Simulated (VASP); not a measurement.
ZrTi2, 3 atoms in the cell. The structure is hexagonal, space group P6/mmm (No. 191). Conventional cell: a = 4.724 Å, b = 4.724 Å, c = 3.003 Å, α = 90.00°, β = 90.00°, γ = 120.00°. Within 4.0 Å of Zr (site symmetry 6/mmm) lie 2 Zr at 3.00 Å and 12 Ti at 3.11 Å. Ti (site symmetry -6m2) has 5 Ti at 2.73 to 3.00 Å and 6 Zr at 3.11 Å within 3.6 Å. 

```yaml
Program: VASP 6.6.1
Task: single point
Functional: r2SCAN
Potentials_or_basis: VASP PAW PBE potentials, release 64 (Zr_sv, Ti_sv)
Cutoff: 520 eV
k_mesh: 12 × 12 × 16
Occupations: gaussian, width 0.1 eV
Spin: no spin polarisation
Dipole_correction: no
Further_INCAR_settings: ALGO = Normal; EDIFF = 1e-07; NBANDS = 25
```

Potentials or basis: VASP PAW PBE potentials, release 64 (Zr_sv, Ti_sv).

The run is started by

```bash
$ cat potpaw_PBE.64/Zr_sv/POTCAR potpaw_PBE.64/Ti_sv/POTCAR > POTCAR
$ cp INCAR.step1 INCAR
$ mpirun -np 1 vasp_std > vasp.out
$ cp INCAR.step2 INCAR
$ mpirun -np 1 vasp_std > vasp.out
```

Hardware: 1 thread of Intel(R) Xeon(R) Platinum 8259CL CPU @ 2.50GHz (Skylake/Cascade Lake), on a shared host.

**Question.** Estimate the wall time of this run.

**Answer.** Wall time 14 min on 1 thread of Intel(R) Xeon(R) Platinum 8259CL CPU @ 2.50GHz (Skylake/Cascade Lake), with other jobs on the host, peak memory 0.36 GiB. Counts: k points 171.
